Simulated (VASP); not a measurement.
Y: single point with PBEsol

The system is Y.

```xyz
1
Lattice="0.0000 2.2862 2.5844 2.2862 0.0000 2.5844 2.2862 2.2862 0.0000" Properties=species:S:1:pos:R:3 pbc="T T T"
Y     0.0000    0.0000    0.0000
```

This cell differs from its parent crystal: strain -0.080 along x and y, +0.040 along z.

* Program: VASP 6.6.1
* Task: single point
* Functional: PBEsol
* Potentials or basis: VASP PAW PBE potentials, release 64 (Y_sv)
* Cutoff: 520 eV
* k mesh: 16 × 16 × 16
* Occupations: gaussian, width 0.15 eV
* Spin: no spin polarisation
* Dipole correction: no
* Further INCAR settings: ALGO = Normal; EDIFF = 1e-06; NBANDS = 12

* Pressure: 6.5 GPa
* Band gap on the k mesh: zero (an odd number of electrons rules out a gap without spin polarisation)

Stress tensor (GPa, compression positive):
```
7.99 0.00 0.00
0.00 7.99 0.00
0.00 0.00 3.54
```

Levels at points of the mesh, in eV from the Fermi level:
| k point | band 3 | band 4 | band 5 | band 6 | band 7 | band 8 | band 9 | band 10 |
| --- | --- | --- | --- | --- | --- | --- | --- | --- |
| (0.00, 0.00, 0.00) | -21.69 | -21.69 | -4.98 | 1.21 | 2.48 | 2.48 | 3.38 | 5.36 |
| (0.50, 0.00, 0.00) | -21.92 | -21.74 | -2.22 | 1.14 | 1.35 | 2.44 | 6.02 | 6.59 |
| (0.50, 0.50, 0.00) | -21.93 | -21.93 | -2.25 | -1.05 | 2.01 | 6.53 | 6.83 | 6.83 |
| (0.50, 0.00, 0.50) | -22.27 | -22.00 | -2.20 | -1.27 | 3.68 | 6.01 | 6.05 | 7.61 |

Wall time 38 s on 1 thread of Intel(R) Xeon(R) 6975P-C (Granite Rapids), with other jobs on the host, peak memory 0.27 GiB.

Caveat: the cell differs from its parent crystal (strain -0.080 along x and y, +0.040 along z); the cell stands under pressure; the PAW data sets were made with another functional, which shifts forces and pressure a little.
